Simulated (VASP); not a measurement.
LaFeGe: single point with PBE

Crystal: LaFeGe.

```
La Ge Fe
1.0
     4.23181    0.00000    0.00000
    -2.11590    3.66485    0.00000
     0.00000    0.00000    4.28578
La Ge Fe
1 1 1
Direct
  0.00000 0.00000 0.00000
  0.66667 0.33333 0.50000
  0.33333 0.66667 0.50000
```

- Program: VASP 6.6.1
- Task: single point
- Functional: PBE
- Potentials or basis: VASP PAW PBE potentials, release 64 (La, Ge_d, Fe)
- Cutoff: 520 eV
- k mesh: 7 × 7 × 6
- Occupations: fermi-dirac, width 0.05 eV
- Spin: collinear spin, ferromagnetic start
- Starting moments: [0.0, 0.0, 0.22] μB
- Dipole correction: no
- Further INCAR settings: ALGO = Normal; EDIFF = 1e-07; NBANDS = 28

```yaml
Pressure: -3.9 GPa
Net_moment: 0.00 μB per cell
Valence_electrons_inside_the_program's_atomic_spheres: La 8.51; Ge 12.43; Fe 7.14
```

Stress tensor (GPa, compression positive):
```
-4.63  0.00  0.00
 0.00 -4.63  0.00
 0.00  0.00 -2.49
```

Levels at points of the mesh, in eV from the Fermi level:
Spin up:
```csv
k point,band 12,band 13,band 14,band 15,band 16,band 17,band 18,band 19,band 20,band 21
"(0.00, 0.00, 0.00)",-2.29,-1.85,-0.67,-0.67,0.05,0.71,0.71,0.72,2.12,2.46
"(0.00, 0.00, 0.50)",-2.43,-2.43,-0.97,-0.97,-0.25,1.61,1.61,1.81,2.34,2.41
```
Spin down:
```
           k point  band 14  band 15  band 16  band 17  band 18  band 19
(0.00, 0.00, 0.00)    -0.67    -0.67     0.05     0.71     0.71     0.72
(0.00, 0.00, 0.50)    -0.97    -0.97    -0.25     1.61     1.61     1.81
```

Run time: 72 s on 1 thread of Intel(R) Xeon(R) 6975P-C (Granite Rapids), on a shared host, peak memory 0.27 GiB.

Caveat: the cell stands under tension; spin-orbit coupling is left out, which moves the levels of the heavy elements.
